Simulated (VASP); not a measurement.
Write the native input for VASP 6.6.1 that does the following.

| Item | Value |
| --- | --- |
| Task | single point |
| Functional | PBEsol |
| Dispersion | D4 |
| Potentials or basis | VASP PAW PBE potentials, release 64 (Te, Ti_sv) |
| Cutoff | 520 eV |
| k mesh | 8 × 8 × 4 |
| Occupations | fermi-dirac, width 0.05 eV |
| Spin | no spin polarisation |
| Dipole correction | no |
| Further INCAR settings | ALGO = Normal; EDIFF = 1e-07; NBANDS = 19 |

The structure of TiTe2 lies in POSCAR:

```
TiTe2
1.0
    3.6707684444      0.0000000000      0.0000000000
   -1.8353842222      3.1789787242      0.0000000000
    0.0000000000      0.0000000000      6.2955880796
Te Ti
2 1
Direct
    0.3333333333      0.6666666667      0.7270755236
    0.6666666667      0.3333333333      0.2729244764
    0.0000000000      0.0000000000      0.0000000000
```

The input as run:

INCAR

```
PREC = Accurate
ENCUT = 520
EDIFF = 1E-7
ISMEAR = -1
SIGMA = 0.05
LREAL = F
LASPH = T
NELM = 100
ALGO = Normal
ISIF = 2
LWAVE = F
LCHARG = F
GGA = PS
IVDW = 13
NBANDS = 19
```

KPOINTS

```
regular mesh
0
Gamma
  8 8 4
```

Potentials or basis: VASP PAW PBE potentials, release 64 (Te, Ti_sv).

Launch:

```console
$ cat potpaw_PBE.64/Te/POTCAR potpaw_PBE.64/Ti_sv/POTCAR > POTCAR
$ mpirun -np 1 vasp_std > vasp.out
```

It gave:

```json
{
  "Pressure": "0.1 GPa",
  "Largest force": "0.019 eV/Å",
  "Band gap on the k mesh": "zero (bands 12 and 13 overlap by 0.87 eV)",
  "Dispersion energy per atom": "-0.259 eV"
}
```

Caveat: the PAW data sets were made with another functional, which shifts forces and pressure a little; spin-orbit coupling is left out, which moves the levels of the heavy elements.

Wall time 33 s on 1 thread of Intel(R) Xeon(R) Platinum 8488C (Sapphire Rapids), on a shared host, peak memory 0.21 GiB.
